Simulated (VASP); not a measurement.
Input of a VASP 6.6.1 run:

File INCAR:

```
SYSTEM = GaN
ALGO = Normal
EDIFF = 1E-6
ENCUT = 520
GGA = PS
ISIF = 2
ISMEAR = -1
IVDW = 12
LASPH = .True.
LCHARG = .False.
LREAL = .False.
LWAVE = .False.
NBANDS = 16
NELM = 80
PREC = Accurate
SIGMA = 0.05
```

File KPOINTS:

```
k-points
0
Gamma
  10 10 10
  0 0 0
```

The input POSCAR:

```
GaN
1.0
    0.0000000000      2.2074978911      2.2074978911
    2.2074978911      0.0000000000      2.2074978911
    2.2074978911      2.2074978911      0.0000000000
Ga N
1 1
Direct
    0.0000000000      0.0000000000      0.0000000000
    0.2500000000      0.2500000000      0.2500000000
```

Potentials or basis: VASP PAW PBE potentials, release 64 (Ga_d, N).

The run is started by

```console
$ cat potpaw_PBE.64/Ga_d/POTCAR potpaw_PBE.64/N/POTCAR > POTCAR
$ mpirun -np 1 vasp_std > vasp.out
```

Problem. What does it give for the band gap on the k mesh?

Solution. 2.08 eV, direct.

Problem. What does it give for the pressure?

Solution. 8.1 GPa.

Problem. Predict the dispersion energy per atom.

Solution. -0.235 eV.

Caveat: the PAW data sets were made with another functional, which shifts forces and pressure a little. Expect the measured gap to be larger: semilocal functionals such as PBEsol lack the derivative discontinuity.
